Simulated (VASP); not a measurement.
Crystal: Lu2NF3.

```
CELL_PARAMETERS angstrom
3.96000 0.00000 0.00000
0.00000 3.96000 0.00000
0.00000 0.00000 5.60000
ATOMIC_POSITIONS crystal
Lu 0.50000 0.00000 0.24000
Lu 0.00000 0.50000 0.76000
N 0.00000 0.00000 0.00000
F 0.50000 0.50000 0.00000
F 0.50000 0.50000 0.50000
F 0.00000 0.00000 0.50000
```

- Program: VASP 6.6.1
- Task: relaxation of cell and atoms
- Functional: PBE
- Potentials or basis: VASP PAW PBE potentials, release 64 (Lu, N, F)
- Cutoff: 600 eV
- k mesh: 3 × 3 × 2
- Occupations: gaussian, width 0.15 eV
- Spin: no spin polarisation

At the start: pressure -10.6 GPa; volume 14.64 Å³/atom.

**Question.** Where does the relaxation end?

**Answer.** Over 5 steps the energy falls by 119.1 meV/atom and the volume is 13.41 Å³/atom (-8.4 %); space group P-4m2 (No. 115, to 0.05 Å).

The path:
| step | energy change (eV) | largest force (eV/Å) | pressure (GPa) | volume (Å³) |
| --- | --- | --- | --- | --- |
| 1 | 0.0000 | 3.0607 | -10.63 | 87.82 |
| 2 | -0.5822 | 0.6935 | 9.06 | 76.04 |
| 3 | -0.6848 | 0.5547 | 1.95 | 79.02 |
| 4 | -0.6848 | 0.4896 | 2.29 | 78.85 |
| 5 | -0.7148 | 0.0784 | 0.38 | 80.44 |

Final structure:
```
Lu N F
1.0
     3.83280    0.00000    0.00000
     0.00000    3.83280    0.00000
     0.00000    0.00000    5.47587
Lu N F
2 1 3
Direct
  0.50000 0.00000 0.21519
  0.00000 0.50000 0.78481
  0.00000 0.00000 0.00000
  0.50000 0.50000 0.00000
  0.50000 0.50000 0.50000
  0.00000 0.00000 0.50000
```

Caveat: the k points lie up to 0.57 Å⁻¹ apart in the final cell; the relaxation stopped at a loose force limit of 0.08 eV/Å, so its end isn't a converged minimum.
